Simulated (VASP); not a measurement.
## Cu: single point with PBE

The system is Cu, a slab with vacuum.

```
Cu
1.0
     2.56704    0.00000    0.00000
    -1.28352    2.22312    0.00000
     0.00000    0.00000   29.67648
Cu
8
Direct
  0.33333 0.66667 0.25273
  0.00000 0.00000 0.32338
  0.66667 0.33333 0.39403
  0.00000 0.00000 0.46468
  0.33333 0.66667 0.53532
  0.00000 0.00000 0.60597
  0.66667 0.33333 0.67662
  0.00000 0.00000 0.74727
```

```json
{
  "Program": "VASP 6.6.1",
  "Task": "single point",
  "Functional": "PBE",
  "Potentials or basis": "VASP PAW PBE potentials, release 64 (Cu)",
  "Cutoff": "520 eV",
  "k mesh": "15 × 15 × 1",
  "Occupations": "gaussian, width 0.1 eV",
  "Spin": "no spin polarisation",
  "Dipole correction": "yes",
  "Further INCAR settings": "ALGO = Fast; EDIFF = 1e-07; NBANDS = 54"
}
```

| Item | Value |
| --- | --- |
| Largest force | 0.063 eV/Å |
| Band gap on the k mesh | zero (bands 44 and 45 overlap by 5.04 eV) |

Forces in eV/Å, atoms in the order of the input:
```
Cu   0.000  0.000  0.042
Cu   0.000  0.000 -0.063
Cu   0.000  0.000 -0.048
Cu   0.000  0.000  0.016
Cu   0.000  0.000 -0.023
Cu   0.000  0.000  0.054
Cu   0.000  0.000  0.033
Cu   0.000  0.000 -0.013
```

Levels at points of the mesh, in eV from the Fermi level:
```
           k point  band 42  band 43  band 44  band 45  band 46  band 47  band 48  band 49
(0.00, 0.00, 0.00)    -1.76    -1.76    -1.63    -1.63    -1.62    -1.62    -0.66    -0.40
```

Run time: 9 min on 1 thread of Intel(R) Xeon(R) Platinum 8259CL CPU @ 2.50GHz (Skylake/Cascade Lake) (shared host), peak memory 0.38 GiB.
